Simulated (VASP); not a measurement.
Write the native input for VASP 6.6.1 that does the following.

* Task: single point
* Functional: LDA
* Potentials or basis: VASP PAW LDA potentials, release 64 (In_d)
* Cutoff: 520 eV
* k mesh: 12 × 12 × 12
* Occupations: fermi-dirac, width 0.1 eV
* Spin: non-collinear spin, zero start, spin-orbit coupling
* Starting moments: [[0.0, 0.0, 0.0]] μB
* Dipole correction: no
* Further INCAR settings: ALGO = Normal; EDIFF = 1e-06; NBANDS = 24

The structure of In lies in POSCAR:

```
In
1.0
    0.0000000000      2.3072978333      2.3072978333
    2.3072978333      0.0000000000      2.3072978333
    2.3072978333      2.3072978333      0.0000000000
In
1
Direct
    0.0000000000      0.0000000000      0.0000000000
```

The input as run:

INCAR

```
SYSTEM = In
  ALGO = Normal
  EDIFF = 1E-6
  ENCUT = 520
  GGA = CA
  GGA_COMPAT = .False.
  ISIF = 2
  ISMEAR = -1
  LASPH = .True.
  LCHARG = .True.
  LNONCOLLINEAR = .True.
  LORBIT = 11
  LORBMOM = .True.
  LREAL = .False.
  LSORBIT = .True.
  LVHAR = .True.
  LWAVE = .False.
  MAGMOM = 0 0 0
  NBANDS = 24
  NELM = 150
  PREC = Accurate
  SIGMA = 0.1
```

KPOINTS

```
k-points
0
Gamma
  12 12 12
  0 0 0
```

Potentials or basis: VASP PAW LDA potentials, release 64 (In_d).

Launch:

```sh
$ cat potpaw_LDA.64/In_d/POTCAR > POTCAR
$ mpirun -np 1 vasp_ncl > vasp.out
```

Results of the run:

* Pressure: 0.0 GPa
* Net moment: 0.00 μB per cell
* Valence electrons inside the program's atomic spheres: In 11.40

Run time: 41 s on 1 thread of Intel(R) Xeon(R) Platinum 8259CL CPU @ 2.50GHz (Skylake/Cascade Lake), with other jobs on the host, peak memory 0.21 GiB.
